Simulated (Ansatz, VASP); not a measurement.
**ScSi2 in VASP and in Ansatz**

INCAR

```
PREC = Accurate
ENCUT = 600
EDIFF = 1E-6
ISMEAR = 0
SIGMA = 0.05
LREAL = False
LASPH = True
NELM = 100
ALGO = Normal
ISIF = 3
LWAVE = False
LCHARG = False
GGA = PS
IVDW = 13
IBRION = 2
NSW = 60
EDIFFG = -0.01
```

Contents of KPOINTS:

```
regular mesh
0
Gamma
  8 8 7
```

POSCAR

```
ScSi2
1.0
    3.6600000000      0.0000000000      0.0000000000
   -1.8300000000      3.1696529779      0.0000000000
    0.0000000000      0.0000000000      3.8700000000
Sc Si
1 2
Direct
    0.0000000000      0.0000000000      0.0000000000
    0.6666666667      0.3333333333      0.5000000000
    0.3333333333      0.6666666667      0.5000000000
```

File input.yaml:

```yaml
crystal:
  lattice:
    - [3.66, 0.0, 0.0]
    - [-1.83, 3.1696529779, 0.0]
    - [0.0, 0.0, 3.87]
  atoms:
    - { symbol: Sc, position: [0.0, 0.0, 0.0] }
    - { symbol: Si, position: [0.6666666667, 0.3333333333, 0.5] }
    - { symbol: Si, position: [0.3333333333, 0.6666666667, 0.5] }
hamiltonian:
  xc: pbesol
  pseudopotentials: { kind: paw }
  dispersion: d4
kpoints:
  mp_grid: { grid: [8, 8, 7] }
scf:
  occupations: { method: gaussian, width: 0.05 }
output:
  forces: true
  stress: true
relax:
  f_tol: 0.01
  max_steps: 40
  cell: { stress_tol: 0.05 }
```

Alike in both runs: task relaxation of cell and atoms; functional PBEsol; dispersion D4; k mesh 8 × 8 × 7; occupations gaussian, width 0.05 eV; no spin polarisation.

|  | VASP | Ansatz |
| --- | --- | --- |
| version | VASP 6.6.1 | Ansatz 0.2.0 |
| potentials or method | VASP PAW PBE potentials, release 64 (Sc_sv, Si) | Ansatz PAW |
| plane-wave cutoff (eV) | 600 | 420 |
| valence electrons in the cell | 19 | 19 |

|  | VASP | Ansatz | Ansatz less VASP |
| --- | --- | --- | --- |
| relaxed volume (Å³/atom) | 16.07 | 16.04 | -0.032 |
| relaxed length of the cell vector where the two differ most in proportion (Å) | 3.505 | 3.501 | -0.0038 |

VASP's potentials were made for PBE, not for PBEsol.

Noted on Ansatz's run: the plane-wave basis is chosen anew once the cell has moved, so the energies of steps on either side of that aren't comparable.
